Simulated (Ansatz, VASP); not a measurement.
Zn: VASP beside Ansatz

The input INCAR:

```
  ALGO = Normal
  EDIFF = 1E-6
  EDIFFG = -0.002
  ENCUT = 600
  GGA = PS
  IBRION = 2
  ISIF = 3
  ISMEAR = 0
  LASPH = T
  LCHARG = F
  LREAL = F
  LWAVE = F
  NELM = 80
  NSW = 100
  PREC = Accurate
  SIGMA = 0.1
```

Contents of KPOINTS:

```
k-points
0
Gamma
  15 15 8
```

File POSCAR:

```
Zn
1.0
    2.6143598000      0.0000000000      0.0000000000
   -1.3071799000      2.2641020000      0.0000000000
    0.0000000000      0.0000000000      4.8731610200
Zn
2
Direct
    0.3333333300      0.6666666700      0.2500000000
    0.6666666700      0.3333333300      0.7500000000
```

Input for Ansatz:

```yaml
crystal:
  lattice:
    - [2.6143598, 0.0, 0.0]
    - [-1.3071799, 2.264102, 0.0]
    - [0.0, 0.0, 4.87316102]
  atoms:
    - { symbol: Zn, position: [0.33333333, 0.66666667, 0.25] }
    - { symbol: Zn, position: [0.66666667, 0.33333333, 0.75] }
basis:
  ecutwfc: 420
kpoints:
  mp_grid: { grid: [15, 15, 8] }
hamiltonian:
  xc: pbesol
  pseudopotentials: { kind: paw, azcp: { folder: soft_1 } }
scf:
  occupations: { method: gaussian, width: 0.1 }
output:
  forces: true
  stress: true
  eigenvalues: true
  write_density: true
  write_potential: true
  elf: true
  volumetric_format: npy
relax:
  adjacent_minimum: "off"
  f_tol: 0.002
  max_steps: 80
  cell: { stress_tol: 0.02 }
```

Alike in both runs: task relaxation of cell and atoms; functional PBEsol; k mesh 15 × 15 × 8; occupations gaussian, width 0.1 eV; no spin polarisation.

```csv
,VASP,Ansatz
version,VASP 6.6.1,Ansatz 0.2.0
potentials or method,"VASP PAW PBE potentials, release 64 (Zn), cutoff 600 eV","scalar-relativistic, plane waves, PAW"
valence electrons in the cell,24,24
```

|  | VASP | Ansatz | Ansatz less VASP |
| --- | --- | --- | --- |
| gap on the k mesh at the Fermi level, each at its own relaxed structure (eV) | none | none | - |
| relaxed volume (Å³/atom) | 14.35 | 14.28 | -0.066 |
| relaxed length of the cell vector where the two differ most in proportion (Å) | 2.591 | 2.587 | -0.0044 |

VASP's potentials were made for PBE, not for PBEsol, and Ansatz warns of the same on its side. A gap of «none» marks a metal or a gap that the smearing closes.
